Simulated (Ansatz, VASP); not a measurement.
One calculation of AgCl, two programs

```
Ag Cl
1.0
     1.87091   -5.55660    0.00000
     1.87091    5.55660    0.00000
     0.00000    0.00000    4.00252
Ag Cl
2 2
Cartesian
  1.8709 1.1496 3.0019
  1.8709 -1.1496 1.0006
  1.8709 -4.0613 1.0006
  1.8709 4.0613 3.0019
```

Change from the starting cell: zz strain of +2 %.

Alike in both runs: task single point; functional PBEsol; k mesh 9 × 9 × 8; occupations fermi-dirac, width 0.03 eV; no spin polarisation.

|  | VASP | Ansatz |
| --- | --- | --- |
| version | VASP 6.6.1 | Ansatz 0.2.0 |
| potentials or method | VASP PAW PBE potentials, release 64 (Ag, Cl), cutoff 520 eV | all-electron LAPW, scalar-relativistic |

Ansatz gave:

```
pressure (GPa)                                                : -3.9
traceless stress, the component that is largest in VASP (GPa) : 0.82
rms of the force components (eV/Å)                            : 0.019
```

Question: What did VASP give for the same quantities?

Answer: Pressure (GPa): -4.0; traceless stress, the component that is largest in VASP (GPa): 0.84; rms of the force components (eV/Å): 0.021.

VASP's potentials were made for PBE, not for PBEsol. Atom by atom the forces differ by 0.002 eV/Å (rms over components). Ansatz ran all-electron here, and VASP with PAW potentials.
